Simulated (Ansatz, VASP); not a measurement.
# Two plane-wave programs on SnSe2

The input INCAR:

```
SYSTEM = SnSe2
PREC = Accurate
ENCUT = 520
EDIFF = 1E-6
ISMEAR = 0
SIGMA = 0.02
LREAL = .FALSE.
LASPH = .TRUE.
NELM = 150
ALGO = Normal
ISIF = 2
LWAVE = .FALSE.
LCHARG = .FALSE.
MAGMOM = 0 0 0 0 0 0 0 0 0
LORBIT = 11
LSORBIT = .TRUE.
GGA_COMPAT = .FALSE.
LORBMOM = .TRUE.
LDIPOL = .TRUE.
IDIPOL = 3
DIPOL = 0.5 0.5 0.500
GGA = PE
IVDW = 12
NBANDS = 39
```

KPOINTS

```
Automatic mesh
0
G
  12 12 1
  0 0 0
```

Contents of POSCAR:

```
SnSe2
1.0
    3.8246790732      0.0000000000      0.0000000000
   -1.9123395366      3.3122692387      0.0000000000
    0.0000000000      0.0000000000     32.3760079986
Se Sn
2 1
Direct
    0.6666666667      0.3333333333      0.4505636621
    0.3333333333      0.6666666667      0.5494363379
    0.0000000000      0.0000000000      0.5000000000
```

Input for Ansatz:

```yaml
crystal:
  lattice:
    - [3.8246790732, 0.0, 0.0]
    - [-1.9123395366, 3.3122692387, 0.0]
    - [0.0, 0.0, 32.3760079986]
  atoms:
    - { symbol: Se, position: [0.6666666667, 0.3333333333, 0.4505636621] }
    - { symbol: Sn, position: [0.0, 0.0, 0.5] }
    - { symbol: Se, position: [0.3333333333, 0.6666666667, 0.5494363379] }
  periodic: [true, true, false]
basis:
  ecutwfc: 420
kpoints:
  mp_grid: { grid: [12, 12, 1] }
  band_path:
    path:
      - [0, 0, 0]
      - [0.5, 0, 0]
      - [0.3333333333333, 0.3333333333333, 0]
      - [0, 0, 0]
    npoints: 16
hamiltonian:
  xc: pbe
  dispersion: d3bj
scf:
  occupations: { method: gaussian, width: 0.02 }
output:
  forces: true
  stress: true
  eigenvalues: true
  populations: true
magnetization:
  noncollinear: true
  spin_orbit: true
```

Alike in both runs: task single point; functional PBE; dispersion D3(BJ); k mesh 12 × 12 × 1; occupations gaussian, width 0.02 eV; non-collinear spin, spin-orbit coupling.

```csv
,VASP,Ansatz
version,VASP 6.6.1,Ansatz 0.2.0
potentials or method,"VASP PAW PBE potentials, release 64 (Se, Sn_d), cutoff 520 eV","plane waves, PAW"
valence electrons in the cell,26,46
```

```tsv
	VASP	Ansatz	Ansatz less VASP
rms of the force components (eV/Å)	0.010	0.002	-0.0081
net moment per atom (μB)	0.00	0.00	0.000
```

VASP's potentials hold 26 valence electrons a cell and Ansatz's 46, so a difference there can come from the potentials and not from the codes.
